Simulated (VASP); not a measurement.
A run of VASP 6.6.1:

Contents of INCAR:

```
  PREC = Accurate
  ENCUT = 520
  EDIFF = 1E-6
  ISMEAR = -1
  SIGMA = 0.05
  LREAL = F
  LASPH = T
  NELM = 150
  ALGO = Normal
  ISIF = 2
  LWAVE = F
  LCHARG = T
  ISPIN = 2
  MAGMOM = 2
  LORBIT = 11
  LMAXMIX = 4
  GGA = PE
  LELF = T
  LVHAR = T
  NBANDS = 16
```

The input KPOINTS:

```
regular mesh
0
Gamma
  19 19 19
```

Contents of POSCAR:

```
Cr
1.0
   -1.3808632268      1.3808632268      1.3808632268
    1.3808632268     -1.3808632268      1.3808632268
    1.3808632268      1.3808632268     -1.3808632268
Cr
1
Direct
    0.0000000000      0.0000000000      0.0000000000
```

Potentials or basis: VASP PAW PBE potentials, release 64 (Cr_pv).

Run with:

```sh
$ cat potpaw_PBE.64/Cr_pv/POTCAR > POTCAR
$ mpirun -np 1 vasp_std > vasp.out
```

Hardware: 1 thread of Intel(R) Xeon(R) 6975P-C (Granite Rapids), on a shared host.

Task: Estimate the wall time of this run.

Result: Run time: 28 s on 1 thread of Intel(R) Xeon(R) 6975P-C (Granite Rapids) (shared host), peak memory 0.17 GiB. Counts: scf iterations 14, k points 220.
